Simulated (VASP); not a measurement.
A run of VASP 6.6.1 is set up as follows.

Contents of POSCAR:

```
Zn
1.0
    4.3528861490      0.0000000000      0.0000000000
   -2.1764430745      3.7697099848      0.0000000000
    0.0000000000      0.0000000000      2.6782435752
Zn
3
Direct
    1.0000000000      0.0000000000      0.0000000000
    0.3333333333      0.6666666667      0.5000000000
    0.6666666667      0.3333333333      0.5000000000
```

Contents of INCAR.step1:

```
PREC = Accurate
ENCUT = 520
ISMEAR = -1
SIGMA = 0.1
LREAL = False
LASPH = True
NELM = 60
NBANDS = 25
GGA = PE
ALGO = Normal
EDIFF = 1E-4
LWAVE = True
LCHARG = False
```

INCAR.step2

```
PREC = Accurate
ENCUT = 520
EDIFF = 1E-7
ISMEAR = -1
SIGMA = 0.1
LREAL = False
LASPH = True
NELM = 60
ALGO = Normal
ISIF = 2
LWAVE = False
LCHARG = False
METAGGA = R2SCAN
LMIXTAU = True
NBANDS = 25
ISTART = 1
```

File KPOINTS:

```
regular mesh
0
Gamma
  10 10 13
```

Potentials or basis: VASP PAW PBE potentials, release 64 (Zn).

Run with:

```sh
$ cat potpaw_PBE.64/Zn/POTCAR > POTCAR
$ cp INCAR.step1 INCAR
$ mpirun -np 1 vasp_std > vasp.out
$ cp INCAR.step2 INCAR
$ mpirun -np 1 vasp_std > vasp.out
```

(1) Estimate the pressure.

(2) What does it give for the band gap on the k mesh?

Results:

(1) 0.3 GPa.

(2) zero (bands 18 and 19 overlap by 5.23 eV).

Caveat: the PAW data sets were made with another functional, which shifts forces and pressure a little.
